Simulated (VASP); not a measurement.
A run of VASP 6.6.1:

File INCAR:

```
SYSTEM = TiSi
ALGO     = Normal         ! electronic algorithm
EDIFF    = 1E-6           ! SCF threshold, eV
ENCUT    = 520            ! plane-wave cutoff, eV
GGA      = PS             ! functional
ISIF     = 2              ! what is computed and relaxed
ISMEAR   = 0              ! smearing method
IVDW     = 12             ! dispersion correction
LASPH    = .True.         ! aspherical terms in the spheres
LCHARG   = .False.        ! write CHGCAR
LREAL    = .False.        ! projectors in reciprocal space
LWAVE    = .False.        ! write WAVECAR
NBANDS   = 24             ! bands
NELM     = 100            ! most SCF steps
PREC     = Accurate       ! precision mode
SIGMA    = 0.15           ! smearing width, eV
```

Contents of KPOINTS:

```
Automatic mesh
0
Gamma
  10 10 8
  0.5 0.5 0.5
```

POSCAR

```
TiSi
1.0
    0.0000000000      3.5724520426      0.0000000000
   -3.7695186786      0.0000000000      0.0000000000
    0.0000000000      0.0000000000      4.0875910432
Ti Si
2 2
Direct
    0.0000000000      0.0000000000      0.0507559076
    0.5000000000      0.0000000000      0.5507559076
    0.0000000000      0.5000000000      0.5507440924
    0.5000000000      0.5000000000      0.0507440924
```

Potentials or basis: VASP PAW PBE potentials, release 64 (Ti_sv, Si).

Run with:

```sh
$ cat potpaw_PBE.64/Ti_sv/POTCAR potpaw_PBE.64/Si/POTCAR > POTCAR
$ mpirun -np 1 vasp_std > vasp.out
```

Hardware: 1 thread of Intel(R) Xeon(R) Platinum 8488C (Sapphire Rapids), on a shared host.

**Question.** How long does it take, and how much memory?

**Answer.** It took 86 s on 1 thread of Intel(R) Xeon(R) Platinum 8488C (Sapphire Rapids), with other jobs on the host, peak memory 0.25 GiB. Counts: scf iterations 13, k points 100.
